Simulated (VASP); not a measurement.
A run of VASP 6.6.1 is set up as follows.

INCAR

```
SYSTEM = Sr
ALGO = Fast
EDIFF = 1E-6
ENCUT = 520
GGA = PE
ISIF = 2
ISMEAR = 0
LASPH = .TRUE.
LCHARG = .TRUE.
LELF = .TRUE.
LREAL = .FALSE.
LVHAR = .TRUE.
LWAVE = .FALSE.
NBANDS = 11
NELM = 80
PREC = Accurate
SIGMA = 0.15
```

KPOINTS

```
k-points
0
G
  16 16 16
  0 0 0
```

File POSCAR:

```
Sr
1.0
    0.0000000000      2.9472136046      3.2419349650
    2.9472136046      0.0000000000      3.2419349650
    2.9472136046      2.9472136046      0.0000000000
Sr
1
Direct
    0.0000000000      0.0000000000      0.0000000000
```

Potentials or basis: VASP PAW PBE potentials, release 64 (Sr_sv).

Run with:

```console
$ cat potpaw_PBE.64/Sr_sv/POTCAR > POTCAR
$ mpirun -np 1 vasp_std > vasp.out
```

**Question.** What does it give for the pressure?

**Answer.** -0.3 GPa.

**Question.** Predict the band gap on the k mesh.

**Answer.** Zero (band 5 reaches 1.60 eV, above the bottom of band 6 at 1.49 eV).

Stress tensor (GPa, compression positive):
```
-0.05  0.00  0.00
 0.00 -0.05  0.00
 0.00  0.00 -0.80
```
